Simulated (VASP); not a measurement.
# W (Fm-3m) in VASP: further runs, part 2 of 2

VASP 6.6.1.

### Step 3. Elastic constants, LDA

This run uses another cell than the first one, of 15.31 Å³/atom.

INCAR

```
ALGO     = Fast           # electronic algorithm
EDIFF    = 1E-8           # SCF threshold, eV
ENCUT    = 600            # plane-wave cutoff, eV
GGA      = CA             # functional
IBRION   = 6              # ionic algorithm
ISIF     = 3              # what is computed and relaxed
ISMEAR   = -1             # smearing method
LASPH    = True           # aspherical terms in the spheres
LCHARG   = True           # write CHGCAR
LREAL    = False          # projectors in reciprocal space
LWAVE    = False          # write WAVECAR
NELM     = 80             # most SCF steps
NFREE    = 2            
NSW      = 1              # ionic steps
POTIM    = 0.015          # step
PREC     = Accurate       # precision mode
SIGMA    = 0.15           # smearing width, eV
```

KPOINTS

```
k-points
0
Gamma
  20 20 20
```

POSCAR

```
W
1.0
    0.0000000000      1.9709002701      1.9709002701
    1.9709002701      0.0000000000      1.9709002701
    1.9709002701      1.9709002701      0.0000000000
W
1
Direct
    0.0000000000      0.0000000000      0.0000000000
```

Potentials or basis: VASP PAW LDA potentials, release 64 (W_sv).

The run is started by

```console
$ cat potpaw_LDA.64/W_sv/POTCAR > POTCAR
$ mpirun -np 1 vasp_std > vasp.out
```

OUTCAR:

```text
EDIFF = 1E-8
   ENCUT = 600
   GGA = CA
   IBRION = 6
   ISIF = 3
   ISMEAR = -1
   LASPH = True
   LREAL = False
   NELM = 80
   NFREE = 2
   NSW = 1
   POTIM = 0.015
   PREC = Accurate

 ion  position               nearest neighbor table
   1  0.000  0.000  0.000-

  LATTYP: Found a face centered cubic cell.
 ALAT       =     3.9418005402

  Lattice vectors:

 A1 = (   0.0000000000,   1.9709002701,   1.9709002701)
 A2 = (   1.9709002701,   0.0000000000,   1.9709002701)
 A3 = (   1.9709002701,   1.9709002701,   0.0000000000)

Analysis of symmetry for initial positions (statically):
=====================================================================
 Subroutine PRICEL returns:
 Original cell was already a primitive cell.

 Routine SETGRP: Setting up the symmetry group for a
 face centered cubic supercell.

 Subroutine GETGRP returns: Found 48 space group operations
 (whereof 48 operations were pure point group operations)
 out of a pool of 48 trial point group operations.

The static configuration has the point symmetry O_h .

Analysis of symmetry for dynamics (positions and initial velocities):
=====================================================================
 Subroutine PRICEL returns:
 Original cell was already a primitive cell.

 Routine SETGRP: Setting up the symmetry group for a
 face centered cubic supercell.

 Subroutine GETGRP returns: Found 48 space group operations
 (whereof 48 operations were pure point group operations)
 out of a pool of 48 trial point group operations.

The dynamic configuration has the point symmetry O_h .

 Subroutine INISYM returns: Found 48 space group operations
 (whereof 48 operations are pure point group operations),
 and found     1 'primitive' translations

----------------------------------------------------------------------------------------

                                     Primitive cell

  volume of cell :      15.3117

  direct lattice vectors                    reciprocal lattice vectors
     0.000000000  1.970900270  1.970900270    -0.253691172  0.253691172  0.253691172
     1.970900270  0.000000000  1.970900270     0.253691172 -0.253691172  0.253691172
     1.970900270  1.970900270  0.000000000     0.253691172  0.253691172 -0.253691172

  length of vectors
     2.787273892  2.787273892  2.787273892     0.439406000  0.439406000  0.439406000

  position of ions in fractional coordinates (direct lattice)
     0.000000000  0.000000000  0.000000000

  ion indices of the primitive-cell ions
   primitive index   ion index
                 1           1

[... 226 lines left out ...]

 number of electron      13.9999999 magnetization

------------------------ aborting loop because EDIFF is reached ----------------------------------------
[... 65 lines left out ...]
--------------------------------------- Ionic step       15  -------------------------------------------

 number of electron      14.0000000 magnetization

 Free energy of the ion-electron system (eV)
  ---------------------------------------------------
  ext. energy  EPLUGINS =         0.00000000
  ---------------------------------------------------
  free energy    TOTEN  =       -13.63987565 eV

  energy without entropy =      -13.55878005  energy(sigma->0) =      -13.59932785

 E-fermi :  11.3635     XC(G=0): -14.0124

 val. band max:       11.3606285445   @ k =  -0.4000   0.1000   0.0000
 cond. band min:      11.3665755193   @ k =   0.4000   0.3000   0.0000
 fundamental gap:      0.0059469748
 Fermi energy:        11.3635032427

 k-point     1 :       0.0000    0.0000    0.0000
  band No.  band energies     occupation
      1     -61.7546      2.00000
      2     -25.5288      2.00000
      3     -25.5288      2.00000
      4     -25.5288      2.00000
      5       2.0900      2.00000
      6      10.6664      1.98100
      7      10.6664      1.98100
      8      10.6664      1.98100
      9      14.0813      0.00000
     10      14.0813      0.00000
     11      24.2906      0.00000
[... 309 lines left out ...]
 k-point    24 :      -0.3500    0.0500    0.0000
  band No.  band energies     occupation
      1     -61.6278      2.00000
      2     -26.7646      2.00000
      3     -25.7329      2.00000
      4     -25.6825      2.00000
      5       5.4168      2.00000
      6      10.5531      1.99103
      7      10.7025      1.97590
      8      10.7413      1.96891
      9      15.2811      0.00000
     10      16.2708      0.00000
     11      23.3567      0.00000

 [... further k-points ...]

------------------------ aborting loop because EDIFF is reached ----------------------------------------

  FORCE on cell =-STRESS in cart. coord.  units (eV):
  Direction    XX          YY          ZZ          XY          YZ          ZX
  --------------------------------------------------------------------------------------
  -------------------------------------------------------------------------------------
  Total        0.9647539      0.9647539      0.9647539      0.0000000      0.0000000      0.0000000
  in kB      100.9492675    100.9492675    100.9492675      0.0000000      0.0000000      0.0000000
  external PRESSURE =     100.9492675 kB  Pullay stress =       0.0000000 kB
[... 16 lines left out ...]
  FREE ENERGIE OF THE ION-ELECTRON SYSTEM (eV)
  ---------------------------------------------------
  free  energy   TOTEN  =       -13.6398756504 eV

  energy  without entropy=      -13.5587800526  energy(sigma->0) =      -13.59932785

 INTERNAL STRAIN TENSORS FROM STRAINED CELLS
 ============================================

 INTERNAL STRAIN TENSOR FOR ION    1 for displacements in x,y,z  (eV/Angst):
          X           Y           Z          XY          YZ          ZX
  --------------------------------------------------------------------------------
  x     0.00000     0.00000    -0.00000     0.00000     0.00000     0.00000
  y    -0.00000     0.00000    -0.00000    -0.00000     0.00000     0.00000
  z     0.00000     0.00000    -0.00000     0.00000    -0.00000    -0.00000

 INTERNAL STRAIN TENSORS FROM DISPLACED ATOMS
 ============================================

 INTERNAL STRAIN TENSOR FOR ION    1 for displacements in x,y,z  (eV/Angst):
          X           Y           Z          XY          YZ          ZX
  --------------------------------------------------------------------------------
  x     0.00000     0.00000     0.00000     0.00000     0.00000     0.00000
  y     0.00000     0.00000     0.00000     0.00000     0.00000     0.00000
  z     0.00000     0.00000     0.00000     0.00000     0.00000     0.00000

 Eigenvectors and eigenvalues of the dynamical matrix
 ----------------------------------------------------

   1 f  =    0.000000 THz     0.000000 2PiTHz    0.000000 cm-1     0.000000 meV
             X         Y         Z           dx          dy          dz
      0.000000  0.000000  0.000000     0.852011   -0.523525    0.000000

   2 f  =    0.000000 THz     0.000000 2PiTHz    0.000000 cm-1     0.000000 meV
             X         Y         Z           dx          dy          dz
      0.000000  0.000000  0.000000    -0.523525   -0.852011    0.000000

   3 f  =    0.000000 THz     0.000000 2PiTHz    0.000000 cm-1     0.000000 meV
             X         Y         Z           dx          dy          dz
      0.000000  0.000000  0.000000     0.000000    0.000000    1.000000

--------------------------------------------------------------------------------------------------------

 ELASTIC MODULI CONTR FROM IONIC RELAXATION (kBar)
 Direction    XX          YY          ZZ          XY          YZ          ZX
 --------------------------------------------------------------------------------
 XX           0.0000      0.0000      0.0000      0.0000      0.0000      0.0000
 YY           0.0000      0.0000      0.0000      0.0000      0.0000      0.0000
 ZZ           0.0000      0.0000      0.0000      0.0000      0.0000      0.0000
 XY           0.0000      0.0000      0.0000      0.0000      0.0000      0.0000
 YZ           0.0000      0.0000      0.0000      0.0000      0.0000      0.0000
 ZX           0.0000      0.0000      0.0000      0.0000      0.0000      0.0000
 --------------------------------------------------------------------------------

 TOTAL ELASTIC MODULI (kBar)
 Direction    XX          YY          ZZ          XY          YZ          ZX
 --------------------------------------------------------------------------------
 XX        1543.4088   4329.1999   4329.1999     -0.0000     -0.0000      0.0000
 YY        4329.1999   1543.4088   4329.1999      0.0000      0.0000      0.0000
 ZZ        4329.1999   4329.1999   1543.4088      0.0000      0.0000      0.0000
 XY          -0.0000      0.0000      0.0000   -603.3876     -0.0000      0.0000
 YZ          -0.0000      0.0000      0.0000     -0.0000   -603.3876      0.0000
 ZX           0.0000      0.0000      0.0000      0.0000      0.0000   -603.3876
 --------------------------------------------------------------------------------
```

It took 29 min on 1 thread of AMD EPYC 7R13, shared host; peak memory 0.85 GiB.

What came out:

```yaml
Elastic_constants_C11_C12_C44: 154, 433, -60 GPa
Voigt_bulk_modulus: 340 GPa
```

Elastic tensor in Voigt notation (GPa, in the Cartesian axes of the cell as first typed):
```
154 433 433   0   0   0
433 154 433   0   0   0
433 433 154   0   0   0
  0   0   0 -60   0   0
  0   0   0   0 -60   0
  0   0   0   0   0 -60
```

Clamped-ion elastic tensor (GPa):
```
154 433 433   0   0   0
433 154 433   0   0   0
433 433 154   0   0   0
  0   0   0 -60   0   0
  0   0   0   0 -60   0
  0   0   0   0   0 -60
```

Caveat: the cell is under stress, which shifts elastic constants; the elastic tensor has a negative eigenvalue, so either the cell is unstable as it stands or the mesh is too thin; spin-orbit coupling is left out, which moves the levels of the heavy elements.
